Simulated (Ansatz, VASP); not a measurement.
## HfO2: VASP beside Ansatz

```xyz
12
Lattice="5.2289 0.0000 0.0000 0.0000 5.0179 0.0000 0.0000 0.0000 5.0422" Properties=species:S:1:pos:R:3 pbc="T T T"
Hf    0.1720    1.3425    1.2218
Hf    2.4424    1.3425    3.7429
Hf    2.7865    3.6754    1.2218
Hf    5.0569    3.6754    3.7429
O     1.9243    0.3598    1.9155
O     0.6902    0.3598    4.4366
O     3.8379    2.3067    2.4747
O     4.0055    2.3067    4.9958
O     1.3910    2.7112    4.9958
O     1.2234    2.7112    2.4747
O     4.5387    4.6581    1.9155
O     3.3046    4.6581    4.4366
```

Alike in both runs: functional PBEsol; k mesh 6 × 6 × 6; occupations gaussian, width 0.02 eV; no spin polarisation.

Ansatz relaxed the structure, and its values are those at the end. VASP's run is a single point on that final structure, the one shown.

```csv
,VASP,Ansatz
version,VASP 6.6.1,Ansatz 0.2.0
potentials or method,"VASP PAW PBE potentials, release 64 (Hf_pv, O), cutoff 520 eV","scalar-relativistic, plane waves, PAW"
valence electrons in the cell,88,152
```

```csv
,VASP,Ansatz,Ansatz less VASP
gap on the k mesh at the Fermi level (eV),4.31,4.36,+0.042
least direct gap on the mesh (eV),4.54,4.58,+0.035
pressure (GPa),-3.2,0.0,+3.25
rms of the force components (eV/Å),0.028,0.000,-0.0279
```

VASP's potentials were made for PBE, not for PBEsol, and Ansatz warns of the same on its side. VASP's potentials hold 88 valence electrons a cell and Ansatz's 152, so a difference there can come from the potentials and not from the codes.

Spin-orbit coupling is off throughout.
